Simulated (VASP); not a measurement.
Wanted: the native input for a VASP 6.6.1 run.

| Item | Value |
| --- | --- |
| Task | single point |
| Functional | PBE |
| Potentials or basis | VASP PAW PBE potentials, release 64 (Ta_pv, N) |
| Cutoff | 600 eV |
| k mesh | 18 × 18 × 18 |
| Occupations | gaussian, width 0.15 eV |
| Spin | no spin polarisation |
| Dipole correction | no |
| Further INCAR settings | ALGO = Normal; EDIFF = 1e-06; NBANDS = 15 |

The structure of TaN lies in POSCAR:

```
TaN
1.0
    0.0000000000      2.0918400000      2.3533200000
    2.0918400000      0.0000000000      2.3533200000
    2.0918400000      2.0918400000      0.0000000000
Ta N
1 1
Direct
    0.5000000000      0.5000000000      0.5000000000
    0.0000000000      0.0000000000      0.0000000000
```

This cell differs from its parent crystal: strain -0.040 along x and y, +0.080 along z.

The input as run:

INCAR

```
PREC     = Accurate       # precision mode
ENCUT    = 600            # plane-wave cutoff, eV
EDIFF    = 1E-6           # SCF threshold, eV
ISMEAR   = 0              # smearing method
SIGMA    = 0.15           # smearing width, eV
LREAL    = False          # projectors in reciprocal space
LASPH    = True           # aspherical terms in the spheres
NELM     = 120            # most SCF steps
ALGO     = Normal         # electronic algorithm
ISIF     = 2              # what is computed and relaxed
LWAVE    = False          # write WAVECAR
LCHARG   = True           # write CHGCAR
GGA      = PE             # functional
LELF     = True           # ELF
LVHAR    = True         
NBANDS   = 15             # bands
GGA_COMPAT= False
```

KPOINTS

```
Automatic mesh
0
Gamma
  18 18 18
```

Potentials or basis: VASP PAW PBE potentials, release 64 (Ta_pv, N).

Command:

```bash
$ cat potpaw_PBE.64/Ta_pv/POTCAR potpaw_PBE.64/N/POTCAR > POTCAR
$ mpirun -np 1 vasp_std > vasp.out
```

It gave:

| Quantity | Value |
| --- | --- |
| Pressure | 29.6 GPa |
| Band gap on the k mesh | zero (bands 8 and 9 overlap by 3.75 eV) |

Caveat: the cell differs from its parent crystal (strain -0.040 along x and y, +0.080 along z); the cell stands under pressure; spin-orbit coupling is left out, which moves the levels of the heavy elements.

Wall time 2.4 min on 1 thread of Intel(R) Xeon(R) Platinum 8559C (Emerald Rapids), on a shared host, peak memory 0.31 GiB.
